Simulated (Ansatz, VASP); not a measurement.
**Cu: VASP beside Ansatz**

INCAR

```
PREC = Accurate
ENCUT = 600
EDIFF = 1E-6
ISMEAR = -1
SIGMA = 0.05
LREAL = False
LASPH = True
NELM = 120
ALGO = Normal
ISIF = 2
LWAVE = False
LCHARG = True
GGA = CA
LELF = True
LVHAR = True
NBANDS = 12
GGA_COMPAT = False
```

File KPOINTS:

```
Automatic mesh
0
Gamma
  13 13 13
```

File POSCAR:

```
Cu
1.0
    0.0000000000      1.7706018915      1.7706018915
    1.7706018915      0.0000000000      1.7706018915
    1.7706018915      1.7706018915      0.0000000000
Cu
1
Direct
    0.0000000000      0.0000000000      0.0000000000
```

The input input.yaml:

```yaml
crystal:
  lattice:
    - [0.0, 1.7706018915, 1.7706018915]
    - [1.7706018915, 0.0, 1.7706018915]
    - [1.7706018915, 1.7706018915, 0.0]
  atoms:
    - { symbol: Cu, position: [0.0, 0.0, 0.0] }
hamiltonian:
  xc: lda
  pseudopotentials: { kind: paw, xc_functional: lda, accuracy: standard }
kpoints:
  mp_grid: { grid: [13, 13, 13] }
scf:
  occupations: { method: fermi_dirac, width: 0.05 }
output:
  forces: true
  stress: true
  eigenvalues: true
  write_density: true
  write_potential: true
  elf: true
  volumetric_format: npy
```

Alike in both runs: task single point; functional LDA; k mesh 13 × 13 × 13; occupations fermi-dirac, width 0.05 eV; no spin polarisation.

```csv
,VASP,Ansatz
version,VASP 6.6.1,Ansatz 0.2.0
potentials or method,"VASP PAW LDA potentials, release 64 (Cu)",JTH PAW LDA
plane-wave cutoff (eV),600,1350
valence electrons in the cell,11,19
```

|  | VASP | Ansatz | Ansatz less VASP |
| --- | --- | --- | --- |
| gap on the k mesh at the Fermi level (eV) | none | none | - |
| pressure (GPa) | -2.7 | -3.3 | -0.57 |

LDA's correlation is that of Perdew and Zunger in VASP and of Perdew and Wang (1992) in Ansatz. A gap of «none» marks a metal or a gap that the smearing closes. VASP's potentials hold 11 valence electrons a cell and Ansatz's 19, so a difference there can come from the potentials and not from the codes.
